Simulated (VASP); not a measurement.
# Zr3S2 (R32) in VASP: relaxation of cell and atoms with PBEsol

Aim: the relaxation of cell and atoms of Zr3S2 with PBEsol.

All numbers are computed with VASP 6.6.1; they aren't measurements. Logs are shortened: lines on timing, memory, paths and dates and some standing lists are left out, and cuts for length are marked.

### 1 The cell of the first run

The structure is trigonal, space group R32 (No. 155). The conventional cell has a = 5.805 Å, b = 5.805 Å, c = 10.463 Å, α = 90.00°, β = 90.00°, γ = 120.00°. Within 3.5 Å of Zr (site symmetry 2) lie 4 S at 2.61 to 2.62 Å and 8 Zr at 3.32 to 3.49 Å. Within 3.5 Å of S (site symmetry 3) lie 6 Zr at 2.61 to 2.62 Å and 4 S at 3.35 to 3.45 Å.

### 2 Relaxation of cell and atoms, PBEsol

File INCAR:

```
PREC = Accurate ; ENCUT = 600
EDIFF = 1E-7 ; ISMEAR = 0
SIGMA = 0.1 ; LREAL = False
LASPH = True ; NELM = 100
ALGO = Normal ; ISIF = 3
LWAVE = False ; LCHARG = False
GGA = PS ; IBRION = 2
NSW = 100 ; EDIFFG = -0.005
```

File KPOINTS:

```
Automatic mesh
0
Gamma
  12 12 12
```

File POSCAR:

```
Zr3S2
1.0
    2.9025379727      1.6757810799      3.4877732718
   -2.9025379727      1.6757810799      3.4877732718
    0.0000000000     -3.3515621597      3.4877732718
Zr S
3 2
Direct
    0.1612730000      0.8387270000      0.5000000000
    0.5000000000      0.1612730000      0.8387270000
    0.8387270000      0.5000000000      0.1612730000
    0.3349770000      0.3349770000      0.3349770000
    0.6650230000      0.6650230000      0.6650230000
```

Potentials or basis: VASP PAW PBE potentials, release 64 (Zr_sv, S).

The run is started by

```
$ cat potpaw_PBE.64/Zr_sv/POTCAR potpaw_PBE.64/S/POTCAR > POTCAR
$ mpirun -np 1 vasp_std > vasp.out
```

OUTCAR:

```text
PREC = Accurate
   ENCUT = 600
   EDIFF = 1E-7
   ISMEAR = 0
   LREAL = False
   LASPH = True
   NELM = 100
   ISIF = 3
   GGA = PS
   IBRION = 2
   NSW = 100
   EDIFFG = -0.005

 ion  position               nearest neighbor table
   1  0.161  0.839  0.500-   4 2.61   5 2.61   5 2.62   4 2.62   2 3.32   3 3.32   3 3.32   2 3.32
                             3 3.41   2 3.41   2 3.49   3 3.49
   2  0.500  0.161  0.839-   4 2.61   5 2.61   4 2.62   5 2.62   1 3.32   1 3.32   3 3.32   3 3.32
                             3 3.41   1 3.41   1 3.49   3 3.49
   3  0.839  0.500  0.161-   5 2.61   4 2.61   5 2.62   4 2.62   1 3.32   1 3.32   2 3.32   2 3.32
                             2 3.41   1 3.41   1 3.49   2 3.49
   4  0.335  0.335  0.335-   2 2.61   3 2.61   1 2.61   2 2.62   1 2.62   3 2.62
   5  0.665  0.665  0.665-   3 2.61   2 2.61   1 2.61   3 2.62   1 2.62   2 2.62

  LATTYP: Found a trigonal (rhomboedric) cell.
 ALAT       =     4.8370994724
 COS(alpha) =     0.2798619160

  Lattice vectors:

 A1 = (   2.9025379727,   1.6757810799,   3.4877732718)
 A2 = (  -2.9025379727,   1.6757810799,   3.4877732718)
 A3 = (   0.0000000000,  -3.3515621597,   3.4877732718)

Analysis of symmetry for initial positions (statically):
=====================================================================
 Subroutine PRICEL returns:
 Original cell was already a primitive cell.

 Routine SETGRP: Setting up the symmetry group for a
 trigonal (rhombohedral) supercell.

 Subroutine GETGRP returns: Found  6 space group operations
 (whereof  6 operations were pure point group operations)
 out of a pool of 12 trial point group operations.

The static configuration has the point symmetry D_3 .

Analysis of symmetry for dynamics (positions and initial velocities):
=====================================================================
 Subroutine PRICEL returns:
 Original cell was already a primitive cell.

 Routine SETGRP: Setting up the symmetry group for a
 trigonal (rhombohedral) supercell.

 Subroutine GETGRP returns: Found  6 space group operations
 (whereof  6 operations were pure point group operations)
 out of a pool of 12 trial point group operations.

The dynamic configuration has the point symmetry D_3 .

 Subroutine INISYM returns: Found  6 space group operations
 (whereof  6 operations are pure point group operations),
 and found     1 'primitive' translations

----------------------------------------------------------------------------------------

                                     Primitive cell

  volume of cell :     101.7876

  direct lattice vectors                    reciprocal lattice vectors
     2.902537973  1.675781080  3.487773272     0.172263035  0.099456110  0.095571962
    -2.902537973  1.675781080  3.487773272    -0.172263035  0.099456110  0.095571962
     0.000000000 -3.351562160  3.487773272     0.000000000 -0.198912219  0.095571962

  length of vectors
     4.837099472  4.837099472  4.837099472     0.220680925  0.220680925  0.220680925

  position of ions in fractional coordinates (direct lattice)
     0.161273000  0.838727000  0.500000000
     0.500000000  0.161273000  0.838727000
     0.838727000  0.500000000  0.161273000
     0.334977000  0.334977000  0.334977000
     0.665023000  0.665023000  0.665023000

  ion indices of the primitive-cell ions
   primitive index   ion index
                 1           1
                 2           2
                 3           3
                 4           4
                 5           5

----------------------------------------------------------------------------------------

 KPOINTS: Automatic mesh

Automatic generation of k-mesh.
 Grid dimensions read from file:
 generate k-points for:   12   12   12

 Generating k-lattice:

  Cartesian coordinates                     Fractional coordinates (reciprocal lattice)
     0.014355253  0.008288009  0.007964330     0.083333333 -0.000000000  0.000000000
    -0.014355253  0.008288009  0.007964330    -0.000000000  0.083333333  0.000000000
     0.000000000 -0.016576018  0.007964330    -0.000000000 -0.000000000  0.083333333

  Length of vectors
     0.018390077  0.018390077  0.018390077

  Shift w.r.t. Gamma in fractional coordinates (k-lattice)
     0.000000000  0.000000000  0.000000000

 Subroutine IBZKPT returns following result:
 ===========================================

 Found    189 irreducible k-points:

 Following reciprocal coordinates:
            Coordinates               Weight
  0.000000  0.000000  0.000000      1.000000
  0.083333 -0.000000 -0.000000      6.000000
  0.166667 -0.000000 -0.000000      6.000000
  0.250000  0.000000 -0.000000      6.000000
  0.333333 -0.000000 -0.000000      6.000000
  0.416667 -0.000000  0.000000      6.000000
[... 16 lines left out ...]
  0.500000  0.166667 -0.000000     12.000000
 -0.416667  0.166667 -0.000000     12.000000
 [... further k-points ...]
   k-points           NKPTS =    189   k-points in BZ     NKDIM =    189   number of bands    NBANDS=     28
   number of dos      NEDOS =    301   number of ions     NIONS =      5
   total plane-waves  NPLWV =  64000
   dimension x,y,z NGX =    40 NGY =   40 NGZ =   40
   dimension x,y,z NGXF=    80 NGYF=   80 NGZF=   80
   ions per type =               3   2
   NGX,Y,Z   is equivalent  to a cutoff of  13.75, 13.75, 13.75 a.u.
   NGXF,Y,Z  is equivalent  to a cutoff of  27.50, 27.50, 27.50 a.u.
 SYSTEM =  unknown system
   PREC   = accura    normal or accurate (medium, high low for compatibility)
   ISTART =      0    job   : 0-new  1-cont  2-samecut
   ICHARG =      2    charge: 1-file 2-atom 10-const
   ISPIN  =      1    spin polarized calculation?
   LNONCOLLINEAR =      F non collinear calculations
   LSORBIT =      F    spin-orbit coupling
   LASPH  =      T    aspherical Exc in radial PAW
   ENCUT  =  600.0 eV  44.10 Ry    6.64 a.u.   9.66  9.66  9.66*2*pi/ulx,y,z
   NELM   =    100;   NELMIN=  2; NELMDL= -5     # of ELM steps
   EDIFF  = 0.1E-06   stopping-criterion for ELM
   LREAL  =      F    real-space projection
   EDIFFG = -.5E-02   stopping-criterion for IOM
   NSW    =    100    number of steps for IOM
   IBRION =      2    ionic relax: 0-MD 1-quasi-New 2-CG
   NFREE  =      1    steps in history (QN), initial steepest desc. (CG)
   ISIF   =      3    stress and relaxation
   ISYM   =      2    0-nonsym 1-usesym 2-fastsym
   POTIM  = 0.5000    time-step for ionic-motion
   TEBEG  =    0.0;   TEEND  =   0.0 temperature during run
   PSTRESS=    0.0 pullay stress
   NELECT =      48.0000    total number of electrons
   NUPDOWN=      -1.0000    fix difference up-down
   EMIN   =  10.00;   EMAX   =-10.00  energy-range for DOS
   EFERMI =   0.00;   METHOD = LEGACY
   ISMEAR =     0;   SIGMA  =   0.10  broadening in eV -4-tet -1-fermi 0-gaus
   EFERMI_NEDOS =   21; number of points for ismear=-14 and -15
   IALGO  =     38    algorithm
   IMIX   =      4    mixing-type and parameters
     AMIX     =   0.40;   BMIX     =  1.00
     AMIX_MAG =   1.60;   BMIX_MAG =  1.00
  volume/ion in A,a.u.               =      20.36       137.38
  Fermi-wavevector in a.u.,A,eV,Ry     =   1.274257  2.407996 22.092199  1.623731
  Thomas-Fermi vector in A             =   2.407035
   LORBIT       =      0    0 simple, 1 ext, 2 COOP (PROOUT), +10 PAW based schemes
   GGA     = PS    functional components
   LHFCALC =     F    Hartree Fock is set to
   AEXX    =    0.0000 exact exchange contribution
   IVDW    =     0    specifies the selected vdW correction
   LEPSILON=     F    determine dielectric tensor
   LRPA    =     F    only Hartree local field effects (RPA)
 conjugate gradient relaxation of ions
 non-spin polarized calculation
 Gauss-broadening in eV      SIGMA  =   0.10
  energy-cutoff  :      600.00
  volume of cell :      101.79
 maximum number of plane-waves:      3446
   NGX = 19   NGY = 19   NGZ = 19

--------------------------------------- Ionic step        1  -------------------------------------------

 number of electron      48.0000000 magnetization

 Free energy of the ion-electron system (eV)
  ---------------------------------------------------
  ext. energy  EPLUGINS =         0.00000000
  ---------------------------------------------------
  free energy    TOTEN  =       -41.87848425 eV

  energy without entropy =      -41.86635457  energy(sigma->0) =      -41.87241941

------------------------ aborting loop because EDIFF is reached ----------------------------------------

  FORCE on cell =-STRESS in cart. coord.  units (eV):
  Direction    XX          YY          ZZ          XY          YZ          ZX
  --------------------------------------------------------------------------------------
  -------------------------------------------------------------------------------------
  Total       -3.0387495     -3.0387495     -3.3222396      0.0000000     -0.0000000      0.0000000
  in kB      -47.8311474    -47.8311474    -52.2933951      0.0000000     -0.0000000      0.0000000
  external PRESSURE =     -49.3185633 kB  Pullay stress =       0.0000000 kB
[... 180 lines left out ...]
  energy  without entropy=      -41.9316272091  energy(sigma->0) =      -41.93764374

--------------------------------------- Ionic step        6  -------------------------------------------

 number of electron      47.9999999 magnetization

 Free energy of the ion-electron system (eV)
  ---------------------------------------------------
  ext. energy  EPLUGINS =         0.00000000
  ---------------------------------------------------
  free energy    TOTEN  =       -41.94366288 eV

  energy without entropy =      -41.93163045  energy(sigma->0) =      -41.93764667

 E-fermi :   9.2049     XC(G=0): -11.2286

 val. band max:        9.2047371170   @ k =   0.1667  -0.0000  -0.0000
 cond. band min:       9.2052742628   @ k =   0.2500   0.1667   0.0833
 fundamental gap:      0.0005371458
 Fermi energy:         9.2049102880

 k-point     1 :       0.0000    0.0000    0.0000
  band No.  band energies     occupation
      1     -39.6822      2.00000
      2     -39.5872      2.00000
      3     -39.5872      2.00000
      4     -17.9134      2.00000
      5     -17.9060      2.00000
      6     -17.9060      2.00000
[... 733 lines left out ...]
     27      10.7731      0.00000
     28      11.3247      0.00000

 [... further k-points ...]

------------------------ aborting loop because EDIFF is reached ----------------------------------------

  FORCE on cell =-STRESS in cart. coord.  units (eV):
  Direction    XX          YY          ZZ          XY          YZ          ZX
  --------------------------------------------------------------------------------------
  -------------------------------------------------------------------------------------
  Total       -0.0162457     -0.0162457      0.0004448      0.0000000      0.0000000      0.0000000
  in kB       -0.2662562     -0.2662562      0.0072895      0.0000000      0.0000000      0.0000000
  external PRESSURE =      -0.1750743 kB  Pullay stress =       0.0000000 kB
[... 20 lines left out ...]
  FREE ENERGIE OF THE ION-ELECTRON SYSTEM (eV)
  ---------------------------------------------------
  free  energy   TOTEN  =       -41.9436628842 eV

  energy  without entropy=      -41.9316304490  energy(sigma->0) =      -41.93764667

 reached required accuracy - stopping structural energy minimisation
```

Wall time 62 min (1 thread of Intel Xeon 8259CL, shared host); peak memory 0.66 GiB.

Results:

| Quantity | Value |
| --- | --- |
| Free energy | -41.9437 eV |
| Relaxed volume | 19.55 Å³/atom |
| Relaxed cell | a = 4.771 Å, b = 4.771 Å, c = 4.771 Å, α = 73.80°, β = 73.80°, γ = 73.80° |
| Space group after relaxing (to 0.1 Å) | R32 (No. 155) |
| Energy gained by relaxing | 13.0 meV/atom |
| Ionic steps | 6 |
| Pressure after relaxing | 0.0 GPa |
| Largest force after relaxing | 0.003 eV/Å |
| Band gap on the k mesh | zero (bands 24 and 25 overlap by 0.34 eV) |

Forces in eV/Å, atoms in the order of the input:
```
Zr  -0.003  0.000  0.000
Zr   0.002 -0.003  0.000
Zr   0.002  0.003  0.000
S    0.000  0.000  0.003
S    0.000  0.000 -0.003
```

The path:
| step | energy change (eV) | largest force (eV/Å) | pressure (GPa) | volume (Å³) |
| --- | --- | --- | --- | --- |
| 1 | 0.0000 | 0.1371 | -4.93 | 101.79 |
| 2 | 0.0486 | 0.2348 | 7.65 | 92.83 |
| 3 | -0.0652 | 0.0034 | -0.07 | 97.80 |
| 4 | -0.0652 | 0.0066 | 0.04 | 97.72 |
| 5 | -0.0652 | 0.0031 | -0.05 | 97.78 |
| 6 | -0.0652 | 0.0033 | -0.02 | 97.76 |

Final structure:
```
CELL_PARAMETERS angstrom
2.86474 1.65396 3.43865
-2.86474 1.65396 3.43865
0.00000 -3.30792 3.43865
ATOMIC_POSITIONS crystal
Zr 0.16173 0.83827 0.50000
Zr 0.50000 0.16173 0.83827
Zr 0.83827 0.50000 0.16173
S 0.33500 0.33500 0.33500
S 0.66500 0.66500 0.66500
```

Caveat: the PAW data sets were made with another functional, which shifts forces and pressure a little.
